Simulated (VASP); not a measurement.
Ti2B3, 5 atoms in the cell. Symmetry: P-6m2, No. 187, hexagonal system. The conventional cell has a = 3.528 Å, b = 3.528 Å, c = 4.376 Å, α = 90.00°, β = 90.00°, γ = 120.00°. Ti (site symmetry -6m2) has 8 B at 2.19 to 2.30 Å and 6 Ti at 2.99 Å within 3.0 Å. Ti (site symmetry -6m2) has 9 B at 2.04 to 2.33 Å within 2.7 Å. Within 2.8 Å of B (site symmetry 3m) lie 5 B at 2.12 to 2.33 Å and 6 Ti at 2.30 to 2.33 Å. Within 2.7 Å of B (site symmetry -6m2) lie 5 Ti at 2.04 to 2.19 Å and 6 B at 2.33 Å. The cell was built from a structure type or drawn by symmetry, and may not be a known phase.

| Property | Result |
| --- | --- |
| Program | VASP 6.6.1 |
| Task | single point |
| Functional | PBE |
| Potentials or basis | VASP PAW PBE potentials, release 64 (Ti_sv, B) |
| Cutoff | 520 eV |
| k mesh | 6 × 6 × 4 |
| Occupations | gaussian, width 0.1 eV |
| Spin | no spin polarisation |
| Dipole correction | no |
| Further INCAR settings | ALGO = Normal; EDIFF = 1e-07; NBANDS = 24 |

Potentials or basis: VASP PAW PBE potentials, release 64 (Ti_sv, B).

Command:

```console
$ cat potpaw_PBE.64/Ti_sv/POTCAR potpaw_PBE.64/B/POTCAR > POTCAR
$ mpirun -np 1 vasp_std > vasp.out
```

Hardware: 1 thread of Intel Xeon 8259CL, on a shared host.

Q: How long does it take, and how much memory?

A: Run time: 54 s on 1 thread of Intel Xeon 8259CL, on a shared host, peak memory 0.18 GiB. Counts: scf iterations 17, k points 21.
